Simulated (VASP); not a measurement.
A run of VASP 6.6.1:

Contents of INCAR:

```
SYSTEM = Al3TlP4
PREC = Accurate
ENCUT = 520
EDIFF = 1E-6
ISMEAR = 0
SIGMA = 0.1
LREAL = Auto
LASPH = .TRUE.
NELM = 80
ALGO = Normal
ISIF = 2
LWAVE = .FALSE.
LCHARG = .FALSE.
GGA = PE
NBANDS = 56
ISYM = 0
```

Contents of KPOINTS:

```
Automatic mesh
0
G
  3 3 3
  0 0 0
```

The input POSCAR:

```
Al3TlP4
1.0
   -5.6484145975      5.6483426834      0.0013785982
   -5.6458795470      0.0038992363      5.6462810953
   -0.0038551765      5.6458509791      5.6463240978
Al P Tl
6 8 2
Direct
    0.9990610593      0.0003349093      0.0006542300
    0.5018144608      0.9995491733      0.9997866825
    0.9996339797      0.5001123891     -0.0000600767
    0.9997831139     -0.0000282976      0.4995758377
   -0.0007225443      0.5005558905      0.5004069922
    0.5017746732      0.4998333963      0.4993968220
    0.8959232165      0.8680737749      0.3680756472
    0.3678717774      0.8672421319      0.3671014972
    0.8759736381      0.3750436941      0.3749056621
    0.8759883999      0.8750763056      0.8747888123
    0.3601087090      0.3904726462      0.3900072426
    0.3599506275      0.8897165227      0.8910472864
    0.8966806658      0.3678154812      0.8677869768
    0.3677457353      0.3669590479      0.8667611723
    0.5005560560      0.4979142038      0.9982375769
    0.4996001536      0.9986660167      0.4993813693
```

Potentials or basis: VASP PAW PBE potentials, release 64 (Al, P, Tl_d).

Run with:

```console
$ cat potpaw_PBE.64/Al/POTCAR potpaw_PBE.64/P/POTCAR potpaw_PBE.64/Tl_d/POTCAR > POTCAR
$ mpirun -np 1 vasp_std > vasp.out
```

Hardware: 1 thread of Intel(R) Xeon(R) Platinum 8259CL CPU @ 2.50GHz (Skylake/Cascade Lake), on a shared host.

Task: How long does it take, and how much memory?

Result: It took 7.8 min on 1 thread of Intel(R) Xeon(R) Platinum 8259CL CPU @ 2.50GHz (Skylake/Cascade Lake), with other jobs on the host, peak memory 0.57 GiB. Counts: scf iterations 14, k points 14.
